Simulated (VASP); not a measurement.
# Na in VASP: a series of runs, part 2 of 2

VASP 6.6.1. Earlier steps stand in the parts before.

**3. Single point, PBE (volume scaled by 1.03)**

The input, INCAR:

```
PREC     = Accurate       # precision mode
ENCUT    = 520            # plane-wave cutoff, eV
EDIFF    = 1E-7           # SCF threshold, eV
ISMEAR   = -1             # smearing method
SIGMA    = 0.05           # smearing width, eV
LREAL    = F              # projectors in reciprocal space
LASPH    = T              # aspherical terms in the spheres
NELM     = 100            # most SCF steps
ALGO     = Normal         # electronic algorithm
ISIF     = 2              # what is computed and relaxed
LWAVE    = F              # write WAVECAR
LCHARG   = T              # write CHGCAR
GGA      = PE             # functional
LELF     = T              # ELF
LVHAR    = T            
NBANDS   = 10             # bands
```

The input, KPOINTS:

```
regular mesh
0
Gamma
  12 12 12
```

The input, POSCAR:

```
Na
1.0
   -2.1384667101      2.1384667101      2.1384667101
    2.1384667101     -2.1384667101      2.1384667101
    2.1384667101      2.1384667101     -2.1384667101
Na
1
Direct
    0.0000000000      0.0000000000      0.0000000000
```

Potentials or basis: VASP PAW PBE potentials, release 64 (Na_pv).

Launch:

```sh
> cat potpaw_PBE.64/Na_pv/POTCAR > POTCAR
> mpirun -np 1 vasp_std > vasp.out
```

OUTCAR:

```text
PREC = Accurate
   ENCUT = 520
   EDIFF = 1E-7
   ISMEAR = -1
   LREAL = F
   LASPH = T
   NELM = 100
   ISIF = 2
   GGA = PE

 ion  position               nearest neighbor table
   1  0.000  0.000  0.000-

  LATTYP: Found a body centered cubic cell.
 ALAT       =     4.2769334202

  Lattice vectors:

 A1 = (  -2.1384667101,   2.1384667101,   2.1384667101)
 A2 = (   2.1384667101,  -2.1384667101,   2.1384667101)
 A3 = (   2.1384667101,   2.1384667101,  -2.1384667101)

Analysis of symmetry for initial positions (statically):
=====================================================================
 Subroutine PRICEL returns:
 Original cell was already a primitive cell.

 Routine SETGRP: Setting up the symmetry group for a
 body centered cubic supercell.

 Subroutine GETGRP returns: Found 48 space group operations
 (whereof 48 operations were pure point group operations)
 out of a pool of 48 trial point group operations.

The static configuration has the point symmetry O_h .

Analysis of symmetry for dynamics (positions and initial velocities):
=====================================================================
 Subroutine PRICEL returns:
 Original cell was already a primitive cell.

 Routine SETGRP: Setting up the symmetry group for a
 body centered cubic supercell.

 Subroutine GETGRP returns: Found 48 space group operations
 (whereof 48 operations were pure point group operations)
 out of a pool of 48 trial point group operations.

The dynamic configuration has the point symmetry O_h .

 Subroutine INISYM returns: Found 48 space group operations
 (whereof 48 operations are pure point group operations),
 and found     1 'primitive' translations

----------------------------------------------------------------------------------------

                                     Primitive cell
[... 105 lines left out ...]
   EFERMI_NEDOS =   21; number of points for ismear=-14 and -15
   IALGO  =     38    algorithm
   IMIX   =      4    mixing-type and parameters
     AMIX     =   0.40;   BMIX     =  1.00
     AMIX_MAG =   1.60;   BMIX_MAG =  1.00
  volume/ion in A,a.u.               =      39.12       263.98
  Fermi-wavevector in a.u.,A,eV,Ry     =   0.922540  1.743347 11.579637  0.851079
  Thomas-Fermi vector in A             =   2.048078
   LORBIT       =      0    0 simple, 1 ext, 2 COOP (PROOUT), +10 PAW based schemes
   GGA     = PE    functional components
   LHFCALC =     F    Hartree Fock is set to
   AEXX    =    0.0000 exact exchange contribution
   IVDW    =     0    specifies the selected vdW correction
   LEPSILON=     F    determine dielectric tensor
   LRPA    =     F    only Hartree local field effects (RPA)
 non-spin polarized calculation
  energy-cutoff  :      520.00
  volume of cell :       39.12
 maximum number of plane-waves:      1088
   NGX = 13   NGY = 13   NGZ = 13

 number of electron       7.0000012 magnetization

 Free energy of the ion-electron system (eV)
  ---------------------------------------------------
  ext. energy  EPLUGINS =         0.00000000
  ---------------------------------------------------
  free energy    TOTEN  =        -1.30862528 eV

  energy without entropy =       -1.30316715  energy(sigma->0) =       -1.30589622

 E-fermi :   0.1446     XC(G=0):  -6.3641

 val. band max:        0.1086881840   @ k =  -0.3333   0.4167   0.1667
 cond. band min:       0.2174154467   @ k =   0.3333   0.1667  -0.0000
 fundamental gap:      0.1087272627
 Fermi energy:         0.1446100700

 k-point     1 :       0.0000    0.0000    0.0000
  band No.  band energies     occupation
      1     -24.7661      2.00000
      2     -24.7661      2.00000
      3     -24.7661      2.00000
      4      -2.9878      2.00000
      5      11.5670      0.00000
      6      11.5670      0.00000
      7      11.5670      0.00000
      8      12.5378      0.00000
      9      12.5378      0.00000
     10      13.0719      0.00000
[... 287 lines left out ...]
 k-point    24 :       0.4167    0.0833    0.0833
  band No.  band energies     occupation
      1     -24.7933      2.00000
      2     -24.7772      2.00000
      3     -24.7679      2.00000
      4       1.1339      0.00000
      5       1.5640      0.00000
      6       6.2242      0.00000
      7       7.1902      0.00000
      8      11.5169      0.00000
      9      12.2283      0.00000
     10      16.0392      0.00000

 [... further k-points ...]
[... 5 lines left out ...]
  --------------------------------------------------------------------------------------
  -------------------------------------------------------------------------------------
  Total       -0.0968092     -0.0968092     -0.0968092      0.0000000      0.0000000     -0.0000000
  in kB       -3.9651511     -3.9651511     -3.9651511      0.0000000      0.0000000     -0.0000000
  external PRESSURE =      -3.9651511 kB  Pullay stress =       0.0000000 kB

 VOLUME and BASIS-vectors are now :
 -----------------------------------------------------------------------------
  energy-cutoff  :      520.00
  volume of cell :       39.12
      direct lattice vectors                 reciprocal lattice vectors
    -2.138466710  2.138466710  2.138466710     0.000000000  0.233812384  0.233812384
     2.138466710 -2.138466710  2.138466710     0.233812384  0.000000000  0.233812384
     2.138466710  2.138466710 -2.138466710     0.233812384  0.233812384  0.000000000

 POSITION                                       TOTAL-FORCE (eV/Angst)
 -----------------------------------------------------------------------------------
      0.00000      0.00000      0.00000        -0.000000     -0.000000     -0.000000
 -----------------------------------------------------------------------------------
    total drift:                                0.000000     -0.000000     -0.000000

  FREE ENERGIE OF THE ION-ELECTRON SYSTEM (eV)
  ---------------------------------------------------
  free  energy   TOTEN  =        -1.3086252841 eV

  energy  without entropy=       -1.3031671492  energy(sigma->0) =       -1.30589622
```

OSZICAR:

```text
N       E                     dE             d eps       ncg     rms          rms(c)
DAV:   1     0.294162944703E+02    0.29416E+02   -0.37185E+03  1442   0.571E+02
DAV:   2    -0.591942956921E+00   -0.30008E+02   -0.29801E+02  1464   0.154E+02
DAV:   3    -0.130339111807E+01   -0.71145E+00   -0.71096E+00  1826   0.255E+01
DAV:   4    -0.130900021304E+01   -0.56091E-02   -0.56085E-02  1720   0.216E+00
DAV:   5    -0.130908571160E+01   -0.85499E-04   -0.85498E-04  1664   0.264E-01    0.202E-01
DAV:   6    -0.130881721030E+01    0.26850E-03   -0.48947E-04  1730   0.265E-01    0.137E-01
DAV:   7    -0.130863295000E+01    0.18426E-03   -0.10048E-03  1616   0.315E-01    0.157E-02
DAV:   8    -0.130862492069E+01    0.80293E-05   -0.46896E-05  1822   0.112E-01    0.237E-03
DAV:   9    -0.130862524736E+01   -0.32667E-06   -0.25187E-07  1672   0.529E-03    0.107E-03
DAV:  10    -0.130862528407E+01   -0.36709E-07   -0.55219E-08  1614   0.208E-03
   1 F= -.13086253E+01 E0= -.13058962E+01  d E =-.545813E-02
```

It took 24 s on 1 thread of Intel Xeon Platinum 8259CL at 2.50GHz (Skylake/Cascade Lake), shared host; peak memory 0.15 GiB.

What came out:

- Free energy: -1.3086 eV
- Pressure: -0.4 GPa

**4. Single point, PBE (volume scaled by 1.06)**

The input, INCAR:

```
ALGO = Normal
EDIFF = 1E-6
ENCUT = 520
GGA = PE
ISIF = 2
ISMEAR = -1
LASPH = True
LCHARG = False
LREAL = False
LWAVE = False
NBANDS = 10
NELM = 80
PREC = Accurate
SIGMA = 0.05
```

The input, KPOINTS:

```
k-points
0
Gamma
  12 12 12
```

The input, POSCAR:

```
Na
1.0
   -2.1590301515      2.1590301515      2.1590301515
    2.1590301515     -2.1590301515      2.1590301515
    2.1590301515      2.1590301515     -2.1590301515
Na
1
Direct
    0.0000000000      0.0000000000      0.0000000000
```

Launch:

```sh
> cat potpaw_PBE.64/Na_pv/POTCAR > POTCAR
> mpirun -np 1 vasp_std > vasp.out
```

Wall time 21 s (1 thread of Intel Xeon Platinum 8259CL at 2.50GHz (Skylake/Cascade Lake), shared host); peak memory 0.15 GiB.

The run converged. Its results:

* Free energy: -1.3052 eV
* Pressure: -0.6 GPa

Levels at points of the mesh, in eV from the Fermi level:
```csv
k point,band 1,band 2,band 3,band 4,band 5,band 6
"(0.00, 0.00, 0.00)",-24.94,-24.94,-24.94,-3.07,11.24,11.24
"(0.50, 0.00, 0.00)",-24.96,-24.94,-24.94,0.77,1.16,7.91
"(0.50, 0.50, 0.50)",-24.96,-24.96,-24.96,4.42,4.42,4.66
```

**5. Single point, PBE (x and y stretched by -3 %, z held)**

The input, INCAR:

```
SYSTEM = Na
ALGO = Normal ; EDIFF = 1E-6
ENCUT = 520 ; GGA = PE
ISIF = 2 ; ISMEAR = -1
LASPH = .True. ; LCHARG = .False.
LREAL = .False. ; LWAVE = .False.
NBANDS = 10 ; NELM = 80
PREC = Accurate ; SIGMA = 0.05
```

The input, KPOINTS:

```
k-points
0
Gamma
  12 12 12
  0 0 0
```

The input, POSCAR:

```
Na
1.0
   -2.0539750000      2.0539750000      2.1175000000
    2.0539750000     -2.0539750000      2.1175000000
    2.0539750000      2.0539750000     -2.1175000000
Na
1
Direct
    0.0000000000      0.0000000000      0.0000000000
```

Launch:

```sh
> cat potpaw_PBE.64/Na_pv/POTCAR > POTCAR
> mpirun -np 1 vasp_std > vasp.out
```

It took 46 s on 1 thread of Intel Xeon Platinum 8259CL at 2.50GHz (Skylake/Cascade Lake), shared host; peak memory 0.17 GiB.

It converged, with:

| Item | Value |
| --- | --- |
| Free energy | -1.3102 eV |
| Pressure | 0.3 GPa |

Levels at points of the mesh, in eV from the Fermi level:
```tsv
k point	band 1	band 2	band 3	band 4	band 5	band 6	band 7
(0.00, 0.00, 0.00)	-24.85	-24.85	-24.85	-3.33	11.85	11.85	12.32
(0.50, 0.00, 0.00)	-24.89	-24.86	-24.85	0.76	1.24	8.52	9.58
(0.50, 0.50, 0.00)	-24.89	-24.86	-24.85	0.87	1.38	8.13	9.18
(0.50, 0.50, 0.50)	-24.88	-24.87	-24.87	4.46	4.70	4.74	5.23
```

Caveat: the cell differs from its parent crystal (x and y stretched by -3 %, z held).

**6. Summary**

```tsv
cell	gap on the mesh (eV)	pressure (GPa)
a = 3.668 Å, angles 109.5°, 1 atom	none	-0.2
a = 3.704 Å, angles 109.5°, 1 atom	none	-0.4
a = 3.740 Å, angles 109.5°, 1 atom	none	-0.6
a = 3.595 Å, angles 110.3, 110.3, 107.8°, 1 atom	none	0.3
```

Alike in all rows: task single point; level PBE; potentials or basis VASP PAW PBE potentials, release 64 (Na_pv); no spin polarisation; k mesh 12 × 12 × 12; cutoff (eV) 520; smearing fermi-dirac 0.05 eV.

Absolute energies hang on the potentials; compare differences alone.
